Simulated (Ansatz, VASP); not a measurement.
Two plane-wave programs on Rh

INCAR

```
ALGO = Fast ; EDIFF = 1E-7
ENCUT = 520 ; ISIF = 2
ISMEAR = 0 ; LASPH = T
LCHARG = F ; LREAL = F
LWAVE = F ; NBANDS = 14
NELM = 100 ; PREC = Accurate
SIGMA = 0.15
```

Contents of KPOINTS:

```
k-points
0
Gamma
  22 22 22
```

POSCAR

```
Rh
1.0
    0.0000000000      1.9490887500      1.9015500000
    1.9490887500      0.0000000000      1.9015500000
    1.9490887500      1.9490887500      0.0000000000
Rh
1
Direct
    0.0000000000      0.0000000000      0.0000000000
```

Input for Ansatz:

```yaml
crystal:
  lattice:
    - [0.0, 1.94908875, 1.90155]
    - [1.94908875, 0.0, 1.90155]
    - [1.94908875, 1.94908875, 0.0]
  atoms:
    - { symbol: Rh, position: [0.0, 0.0, 0.0] }
basis:
  ecutwfc: 420
kpoints:
  mp_grid: { grid: [22, 22, 22] }
hamiltonian:
  xc: lda
scf:
  occupations: { method: gaussian, width: 0.15 }
output:
  forces: true
  stress: true
  eigenvalues: true
```

Change from the starting cell: strain +0.025 along x and y, +0.000 along z, atoms carried along.

Alike in both runs: task single point; functional LDA; k mesh 22 × 22 × 22; occupations gaussian, width 0.15 eV; no spin polarisation.

|  | VASP | Ansatz |
| --- | --- | --- |
| version | VASP 6.6.1 | Ansatz 0.2.0 |
| potentials or method | VASP PAW LDA potentials, release 64 (Rh_pv), cutoff 520 eV | scalar-relativistic, plane waves, PAW |
| valence electrons in the cell | 15 | 17 |

```tsv
	VASP	Ansatz	Ansatz less VASP
gap on the k mesh at the Fermi level (eV)	none	none	-
pressure (GPa)	-21.6	-22.3	-0.65
traceless stress, the component that is largest in VASP (GPa)	3.42	3.42	+0.003
```

LDA's correlation is that of Perdew and Zunger in VASP and of Perdew and Wang (1992) in Ansatz. A gap of «none» marks a metal or a gap that the smearing closes. VASP's potentials hold 15 valence electrons a cell and Ansatz's 17, so a difference there can come from the potentials and not from the codes.
